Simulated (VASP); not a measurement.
## Si5H32C3: single point with PBE+D3(BJ)

Si5H32C3:

```
C H Si
1.0
     8.61446    0.00000    0.00000
     0.00000    8.61446    0.00000
     0.00000    0.00000    8.61446
C H Si
3 32 5
Direct
  0.42118 0.94313 0.95938
  0.84394 0.78490 0.71191
  0.69037 0.30185 0.97361
  0.47815 0.83332 0.94232
  0.29484 0.90919 0.96136
  0.43433 0.01225 0.85039
  0.46060 0.01124 0.05885
  0.83316 0.87048 0.80678
  0.94264 0.70478 0.75354
  0.86602 0.86249 0.60936
  0.73745 0.71677 0.69218
  0.71070 0.24443 0.08342
  0.61519 0.40518 0.97688
  0.61780 0.21680 0.91194
  0.79703 0.31488 0.90013
  0.52827 0.31328 0.58621
  0.64338 0.06221 0.62604
  0.54204 0.18111 0.32782
  0.79304 0.20018 0.44806
  0.96015 0.74622 0.10190
  0.84879 0.65420 0.35159
  0.68394 0.64322 0.09532
  0.92265 0.48314 0.13265
  0.31104 0.67174 0.21455
  0.48689 0.78384 0.41148
  0.36175 0.51567 0.46793
  0.56383 0.53888 0.25550
  0.28813 0.18354 0.27470
  0.09520 0.09490 0.05279
  0.13391 0.94235 0.35302
  0.02756 0.17981 0.38423
  0.19201 0.50342 0.72797
  0.19653 0.39619 0.08400
  0.37281 0.32364 0.83208
  0.37247 0.55588 0.94895
  0.62431 0.18800 0.49382
  0.84024 0.63773 0.17606
  0.42958 0.62576 0.35235
  0.13194 0.09936 0.26445
  0.25587 0.43578 0.88880
```

| Property | Result |
| --- | --- |
| Program | VASP 6.6.1 |
| Task | single point |
| Functional | PBE |
| Dispersion | D3(BJ) |
| Potentials or basis | VASP PAW PBE potentials, release 64 (C, H, Si) |
| Cutoff | 520 eV |
| k mesh | 1 × 1 × 1 |
| Occupations | fermi-dirac, width 0.02 eV |
| Spin | no spin polarisation |

The largest force is 1.940 eV/Å and the dispersion energy per atom is -0.037 eV.

Forces on the atoms (eV/Å):
```
C   -1.491  0.258 -1.214
C    0.981  0.190  0.365
C   -0.415 -0.482 -1.437
H    0.774 -0.272  0.240
H    0.705  0.582  0.317
H   -0.016 -0.284  0.499
H    0.028 -0.282  0.185
H   -0.492 -0.176  0.139
H   -0.802  0.723 -0.896
H    0.256 -0.837  0.178
H    0.111  0.168  0.195
H    0.339  0.202  0.855
H    0.445  0.048  0.293
H    0.189  0.067 -0.225
H   -0.556  0.083  0.602
H    0.044 -0.317 -0.280
H    0.138  0.464  0.135
H    0.476  0.585  0.181
H   -0.105 -0.302 -0.041
H    0.021 -0.233  0.164
H   -0.613  0.043 -0.088
H    0.395 -0.102  0.243
H   -0.081  0.111 -0.119
H    0.408 -0.039  0.716
H   -0.468 -0.451  0.034
H    0.175 -0.038 -0.071
H   -0.562  0.080  0.422
H   -0.132 -0.500  0.073
H    0.234 -0.082  0.156
H    0.231 -0.139 -0.263
H    0.467  0.212 -0.076
H    0.633  0.217 -0.351
H    0.251 -0.212  0.383
H    0.432 -0.523 -0.276
H   -0.092  0.046 -0.255
Si  -0.493 -0.375 -0.046
Si   0.654  0.043 -0.140
Si   0.353  0.622 -1.051
Si  -0.766  0.440 -0.151
Si  -1.653  0.463  0.605
```

Levels at points of the mesh, in eV from the Fermi level:
| k point | band 34 | band 35 | band 36 | band 37 | band 38 | band 39 | band 40 | band 41 |
| --- | --- | --- | --- | --- | --- | --- | --- | --- |
| (0.00, 0.00, 0.00) | -0.68 | -0.42 | -0.39 | 0.00 | 0.25 | 0.50 | 0.64 | 0.83 |

Run time: 49 s on 1 thread of Intel(R) Xeon(R) 6975P-C (Granite Rapids) (shared host), peak memory 0.52 GiB.

Caveat: the k points lie up to 0.73 Å⁻¹ apart; the cell carries a net charge on a neutralising background, which shifts energy and pressure; the cell is charged against a uniform background, so pressure and absolute levels hang on convention.
